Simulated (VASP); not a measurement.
## AlN: single point with PBEsol

AlN:

```
Al N
1.0
     5.67307   -0.14400   -0.29260
    -0.14230    5.47408   -0.02895
    -0.27071   -0.05438    6.31177
Al N
9 9
Direct
  0.14977 0.72183 0.56684
  0.86781 0.21523 0.55724
  0.64834 0.67225 0.71931
  0.80178 0.37901 0.04753
  0.29343 0.31950 0.83266
  0.60663 0.93174 0.12549
  0.40410 0.51002 0.24428
  0.41305 0.12589 0.47860
  0.07208 0.97259 0.14130
  0.14523 0.05624 0.63050
  0.65894 0.25023 0.29840
  0.58932 0.13476 0.88750
  0.92869 0.52334 0.68852
  0.33381 0.84582 0.28626
  0.38995 0.48779 0.56863
  0.13659 0.31360 0.09845
  0.63993 0.01418 0.68671
  0.56201 0.60980 0.99644
```

```
Program             : VASP 6.6.1
Task                : single point
Functional          : PBEsol
Potentials or basis : VASP PAW PBE potentials, release 64 (Al, N)
Cutoff              : 520 eV
k mesh              : 3 × 3 × 3
Occupations         : gaussian, width 0.1 eV
Spin                : no spin polarisation
```

| Quantity | Value |
| --- | --- |
| Pressure | 0.0 GPa |
| Largest force | 0.071 eV/Å |
| Band gap on the k mesh | 1.68 eV, indirect (least direct gap 1.81 eV) |

Forces on the atoms (eV/Å):
```
Al   0.009  0.004 -0.002
Al  -0.013 -0.004  0.002
Al  -0.005  0.013 -0.008
Al   0.007 -0.009  0.002
Al  -0.006  0.010  0.007
Al  -0.015  0.002  0.012
Al  -0.015  0.003  0.013
Al   0.018  0.003 -0.010
Al  -0.008 -0.001  0.005
N   -0.005 -0.001 -0.010
N    0.014 -0.006  0.000
N   -0.017  0.037  0.058
N    0.005 -0.010  0.005
N    0.012 -0.015  0.006
N    0.006  0.007 -0.017
N   -0.008  0.010 -0.004
N    0.018 -0.041 -0.055
N    0.003 -0.002 -0.005
```

Levels at points of the mesh, in eV from the valence-band top:
| k point | band 34 | band 35 | band 36 | band 37 | band 38 | band 39 |
| --- | --- | --- | --- | --- | --- | --- |
| (0.00, 0.00, 0.00) | -1.18 | -0.85 | -0.59 | 1.93 | 2.44 | 3.45 |

Run time: 3 min on 1 thread of Intel(R) Xeon(R) Platinum 8488C (Sapphire Rapids), on a shared host, peak memory 0.29 GiB.

Caveat: the PAW data sets were made with another functional, which shifts forces and pressure a little.
